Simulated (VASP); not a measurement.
Write the native input for VASP 6.6.1 that does the following.

```
Task                   : single point
Functional             : LDA
Potentials or basis    : VASP PAW LDA potentials, release 64 (Al)
Cutoff                 : 520 eV
k mesh                 : 14 × 14 × 14
Occupations            : fermi-dirac, width 1 eV
Spin                   : no spin polarisation
Dipole correction      : no
Further INCAR settings : ALGO = Normal; EDIFF = 1e-07; NBANDS = 8
```

The structure of Al lies in POSCAR:

```
Al
1.0
    0.0000000000      1.9916090303      1.9916090303
    1.9916090303      0.0000000000      1.9916090303
    1.9916090303      1.9916090303      0.0000000000
Al
1
Direct
    0.0000000000      0.0000000000      0.0000000000
```

The input as run:

INCAR

```
  PREC = Accurate
  ENCUT = 520
  EDIFF = 1E-7
  ISMEAR = -1
  SIGMA = 1.0
  LREAL = F
  LASPH = T
  NELM = 60
  ALGO = Normal
  ISIF = 2
  LWAVE = F
  LCHARG = T
  LELF = T
  LVHAR = T
  NBANDS = 8
```

KPOINTS

```
Automatic mesh
0
Gamma
  14 14 14
```

Potentials or basis: VASP PAW LDA potentials, release 64 (Al).

Launch:

```bash
$ cat potpaw_LDA.64/Al/POTCAR > POTCAR
$ mpirun -np 1 vasp_std > vasp.out
```

Results of the run:

* Pressure: 4.7 GPa

Wall time 16 s on 1 thread of AMD EPYC 7R13 (shared host), peak memory 0.12 GiB.
